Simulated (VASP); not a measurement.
Input of a VASP 6.6.1 run:

File INCAR:

```
SYSTEM = Eu
ALGO     = Normal         ! electronic algorithm
EDIFF    = 1E-6           ! SCF threshold, eV
ENCUT    = 520            ! plane-wave cutoff, eV
GGA      = PE             ! functional
ISIF     = 2              ! what is computed and relaxed
ISMEAR   = -1             ! smearing method
ISPIN    = 2              ! spin polarisation
LASPH    = .TRUE.         ! aspherical terms in the spheres
LCHARG   = .FALSE.        ! write CHGCAR
LMAXMIX  = 6              ! l up to which the mixer works
LORBIT   = 11             ! projections on sites
LREAL    = .FALSE.        ! projectors in reciprocal space
LWAVE    = .FALSE.        ! write WAVECAR
MAGMOM   = 7              ! initial moments
NBANDS   = 18             ! bands
NELM     = 150            ! most SCF steps
PREC     = Accurate       ! precision mode
SIGMA    = 0.05           ! smearing width, eV
```

Contents of KPOINTS:

```
k-points
0
G
  13 13 13
  0 0 0
```

POSCAR

```
Eu
1.0
   -2.2413675000      2.2755000000      2.2755000000
    2.2755000000     -2.2413675000      2.2755000000
    2.2755000000      2.2755000000     -2.2413675000
Eu
1
Direct
    0.0000000000      0.0000000000      0.0000000000
```

Potentials or basis: VASP PAW PBE potentials, release 64 (Eu).

Run with:

```console
$ cat potpaw_PBE.64/Eu/POTCAR > POTCAR
$ mpirun -np 1 vasp_std > vasp.out
```

Predict the net moment.

7.35 μB per cell.

What does it give for the site moments?

Eu +6.70 μB.

Stress tensor (GPa, compression positive):
```
-1.46 -0.20 -0.20
-0.20 -1.46 -0.20
-0.20 -0.20 -1.46
```

Caveat: the cell differs from its parent crystal (equal xy, yz and zx shear strains of +1.5 %). The state reached can hang on the start; a lower one may exist.
